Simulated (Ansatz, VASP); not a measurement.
Ga: VASP beside Ansatz

The input INCAR:

```
SYSTEM = Ga
PREC = Accurate ; ENCUT = 520
EDIFF = 1E-7 ; ISMEAR = -1
SIGMA = 0.05 ; LREAL = .FALSE.
LASPH = .TRUE. ; NELM = 100
ALGO = Normal ; ISIF = 2
LWAVE = .FALSE. ; LCHARG = .TRUE.
GGA = RP ; LELF = .TRUE.
LVHAR = .TRUE. ; NBANDS = 12
```

Contents of KPOINTS:

```
regular mesh
0
G
  13 13 13
  0 0 0
```

File POSCAR:

```
Ga
1.0
   -1.3843987196      1.3843987196      2.3112238365
    1.3843987196     -1.3843987196      2.3112238365
    1.3843987196      1.3843987196     -2.3112238365
Ga
1
Direct
    0.0000000000      0.0000000000      0.0000000000
```

input.yaml

```yaml
crystal:
  lattice:
    - [-1.3843987196, 1.3843987196, 2.3112238365]
    - [1.3843987196, -1.3843987196, 2.3112238365]
    - [1.3843987196, 1.3843987196, -2.3112238365]
  atoms:
    - { symbol: Ga, position: [0.0, 0.0, 0.0] }
hamiltonian:
  xc: rpbe
  pseudopotentials: { kind: paw }
kpoints:
  mp_grid: { grid: [13, 13, 13] }
  band_path:
    path:
      - [[0.0, 0.0, 0.0], [0.0, 0.0, 0.5], [-0.1793941871, 0.1793941871, 0.5], [-0.3396970935, 0.3396970935, 0.3396970935], [0.0, 0.0, 0.0], [0.5, 0.5, -0.5], [0.3396970935, 0.6603029065, -0.3396970935], [0.0, 0.5, 0.0], [0.25, 0.25, 0.25], [0.5, 0.5, -0.1793941871], [0.5, 0.5, -0.5]]
      - [[0.0, 0.0, 0.5], [0.25, 0.25, 0.25]]
    npoints: 14
scf:
  occupations: { method: fermi_dirac, width: 0.05 }
  n_extra_bands: 6
output:
  forces: true
  stress: true
  eigenvalues: true
  fatbands: false
```

Alike in both runs: functional RPBE; k mesh 13 × 13 × 13; occupations fermi-dirac, width 0.05 eV; no spin polarisation.

|  | VASP | Ansatz |
| --- | --- | --- |
| version | VASP 6.6.1 | Ansatz 0.2.0 |
| potentials or method | VASP PAW PBE potentials, release 64 (Ga_d) | Ansatz PAW |
| plane-wave cutoff (eV) | 520 | 420 |
| valence electrons in the cell | 13 | 13 |
| task | single point | band structure |

```csv
,VASP,Ansatz,Ansatz less VASP
gap on the k mesh at the Fermi level (eV),none,none,-
pressure (GPa),5.7,5.5,-0.15
"traceless stress, the component that is largest in VASP (GPa)",-0.56,-0.52,+0.045
```

VASP's potentials were made for PBE, not for RPBE. A gap of «none» marks a metal or a gap that the smearing closes. With one functional, cell and mesh, what is left measures potentials, basis and numerics.
